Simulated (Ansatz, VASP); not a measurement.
**CsBr in VASP and in Ansatz**

```
Cs Br
1.0
     4.31938    0.00000    0.00000
     0.00000    4.31938    0.00000
     0.00000    0.00000    4.31938
Cs Br
1 1
Direct
  0.00000 0.00000 0.00000
  0.50000 0.50000 0.50000
```

Alike in both runs: task single point; functional PBE; k mesh 6 × 6 × 6; no spin polarisation.

|  | VASP | Ansatz |
| --- | --- | --- |
| version | VASP 6.6.1 | Ansatz 0.2.0 |
| potentials or method | VASP PAW PBE potentials, release 64 (Cs_sv, Br) | plane waves, PAW |
| plane-wave cutoff (eV) | 500 | 420 |
| occupations | gaussian, width 0.01 eV | fixed |
| valence electrons in the cell | 16 | 16 |

VASP gave:

* gap on the k mesh at the Fermi level (eV): 4.43
* pressure (GPa): 0.7

Task: What did Ansatz give for the same quantities?

Result: gap on the k mesh at the Fermi level (eV): 4.44; pressure (GPa): 0.7.

Neither program's run includes spin-orbit coupling.
